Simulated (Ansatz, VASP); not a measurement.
**O in VASP and in Ansatz**

```
CELL_PARAMETERS angstrom
3.96149 0.00000 0.00000
0.00000 3.96149 0.00000
0.00000 0.00000 6.08439
ATOMIC_POSITIONS crystal
O 0.51273 0.32485 0.54873
O 0.48727 0.67515 0.04873
O 0.82485 0.98727 0.29873
O 0.17515 0.01273 0.79873
O 0.67515 0.48727 0.95127
O 0.32485 0.51273 0.45127
O 0.98727 0.82485 0.70127
O 0.01273 0.17515 0.20127
```

Alike in both runs: functional r2SCAN; k mesh 4 × 4 × 4; occupations gaussian, width 0.1 eV; no spin polarisation.

Ansatz relaxed the structure, and its values are those at the end. VASP's run is a single point on that final structure, the one shown.

```csv
,VASP,Ansatz
version,VASP 6.6.1,Ansatz 0.2.0
potentials or method,"VASP PAW PBE potentials, release 64 (O), cutoff 520 eV","scalar-relativistic, plane waves, PAW"
valence electrons in the cell,48,48
```

Ansatz gave:

```
gap on the k mesh at the Fermi level (eV) : none
pressure (GPa)                            : 0.2
rms of the force components (eV/Å)        : 0.016
```

Q: What did VASP give for the same quantities?

A: gap on the k mesh at the Fermi level (eV): none; pressure (GPa): 3.6; rms of the force components (eV/Å): 0.837.

VASP's potentials were made for PBE, not for r2SCAN. A gap of «none» marks a metal or a gap that the smearing closes. One of these differences is far larger than is usual between the two programs; its cause wasn't traced. The functional is the same, so the differences come from potentials, cutoffs and numerics.

Noted on VASP's run: the standard files for N, O and F lose accuracy on very short bonds; spin is off for a triplet molecule.
